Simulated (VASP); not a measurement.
A run of VASP 6.6.1 is set up as follows.

Contents of INCAR:

```
PREC = Accurate
ENCUT = 750
EDIFF = 1E-6
ISMEAR = 0
SIGMA = 0.1
LREAL = F
LASPH = T
NELM = 120
ALGO = Normal
ISIF = 2
LWAVE = F
LCHARG = F
GGA = PE
NBANDS = 16
GGA_COMPAT = F
```

File KPOINTS:

```
Automatic mesh
0
Gamma
  6 6 4
```

The input POSCAR:

```
LiF2
1.0
    3.1699346400      0.0000000000      0.0000000000
   -1.5849673200      2.7452439300      0.0000000000
    0.0000000000      0.0000000000      5.1765032700
Li F
1 2
Direct
    0.3333333300      0.6666666700      0.0000000000
    0.3333333300      0.6666666700      0.3750000000
    0.6666666700      0.3333333300      0.8750000000
```

Potentials or basis: VASP PAW PBE potentials, release 64 (Li_sv, F).

Command:

```sh
$ cat potpaw_PBE.64/Li_sv/POTCAR potpaw_PBE.64/F/POTCAR > POTCAR
$ mpirun -np 1 vasp_std > vasp.out
```

Question: What does it give for the largest force?

Answer: 0.701 eV/Å.

Question: Estimate the pressure.

Answer: -3.2 GPa.

Forces on the atoms (eV/Å):
```
Li   0.000  0.000 -0.450
F    0.000  0.000 -0.251
F    0.000  0.000  0.701
```

Caveat: the k points lie up to 0.38 Å⁻¹ apart; an odd number of electrons without spin polarisation forces a metal; a magnetic or distorted state may lie lower.
